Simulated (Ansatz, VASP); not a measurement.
# C: VASP beside Ansatz

```
C
1.0
     4.32534    0.00000    0.00000
    -2.16267    3.74586    0.00000
     0.00000    0.00000    1.25289
C
3
Cartesian
  0.0000 0.0000 0.0000
  0.0000 2.4972 0.6264
  2.1627 1.2486 0.6264
```

Change from the starting cell: volume scaled by 0.5, LAPW.

Alike in both runs: task single point; functional PBE; k mesh 12 × 12 × 16; occupations fermi-dirac, width 0.05 eV; no spin polarisation.

```csv
,VASP,Ansatz
version,VASP 6.6.1,Ansatz 0.2.0
potentials or method,"VASP PAW PBE potentials, release 64 (C), cutoff 520 eV","all-electron LAPW, scalar-relativistic"
```

|  | VASP | Ansatz | Ansatz less VASP |
| --- | --- | --- | --- |
| pressure (GPa) | 69.8 | 69.7 | -0.12 |
| traceless stress, the component that is largest in VASP (GPa) | -0.32 | -0.75 | -0.427 |

Both programs put the cell under a high pressure, so it lies far from rest at this level. Ansatz ran all-electron here, and VASP with PAW potentials.

Noted on VASP's run: the cell as given lies far from equilibrium.
